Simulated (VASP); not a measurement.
Crystal: Be.

```
Be
1.0
     2.29978    0.00000    0.00000
    -1.14989    1.99166    0.00000
     0.00000    0.00000    7.41723
Be
4
Direct
  0.00000 0.00000 0.00000
  0.00000 0.00000 0.50000
  0.33333 0.66667 0.75000
  0.66667 0.33333 0.25000
```

* Program: VASP 6.6.1
* Task: relaxation of cell and atoms
* Functional: PBEsol
* Potentials or basis: VASP PAW PBE potentials, release 64 (Be)
* Cutoff: 600 eV
* k mesh: 9 × 9 × 4
* Occupations: gaussian, width 0.1 eV
* Spin: no spin polarisation

At the start: pressure -8.6 GPa; volume 8.49 Å³/atom.

Where does the relaxation end?

Over 3 steps the energy falls by 20.2 meV/atom and the volume is 7.86 Å³/atom (-7.4 %); space group P6_3/mmc (No. 194, to 0.05 Å).

Step by step:
| step | energy change (eV) | largest force (eV/Å) | pressure (GPa) | volume (Å³) |
| --- | --- | --- | --- | --- |
| 1 | 0.0000 | 0.0000 | -8.65 | 33.97 |
| 2 | -0.0792 | 0.0000 | -1.41 | 31.77 |
| 3 | -0.0807 | 0.0000 | -0.17 | 31.45 |

Final structure:
```
Be
1.0
     2.25521    0.00000    0.00000
    -1.12761    1.95307    0.00000
     0.00000    0.00000    7.14023
Be
4
Direct
  0.00000 0.00000 0.00000
  0.00000 0.00000 0.50000
  0.33333 0.66667 0.75000
  0.66667 0.33333 0.25000
```

Caveat: the PAW data sets were made with another functional, which shifts forces and pressure a little.
